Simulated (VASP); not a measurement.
Input of a VASP 6.6.1 run:

Contents of INCAR:

```
SYSTEM = Ge
ALGO = Normal ; EDIFF = 1E-6
ENCUT = 520 ; GGA = PE
ISIF = 2 ; ISMEAR = -1
LASPH = .True. ; LCHARG = .False.
LREAL = .False. ; LWAVE = .False.
NBANDS = 21 ; NELM = 60
PREC = Accurate ; SIGMA = 0.02
```

Contents of KPOINTS:

```
k-points
0
Gamma
  8 8 8
  0 0 0
```

Contents of POSCAR:

```
Ge
1.0
    0.0000000000      2.8368735117      2.8368735117
    2.8368735117      0.0000000000      2.8368735117
    2.8368735117      2.8368735117      0.0000000000
Ge
2
Direct
    0.0000000000      0.0000000000      0.0000000000
    0.2500000000      0.2500000000      0.2500000000
```

Potentials or basis: VASP PAW PBE potentials, release 64 (Ge_d).

Launch:

```console
$ cat potpaw_PBE.64/Ge_d/POTCAR > POTCAR
$ mpirun -np 1 vasp_std > vasp.out
```

Q: What does it give for the pressure?

A: 2.9 GPa.

Q: Predict the band gap on the k mesh.

A: Zero (filled and empty bands touch).
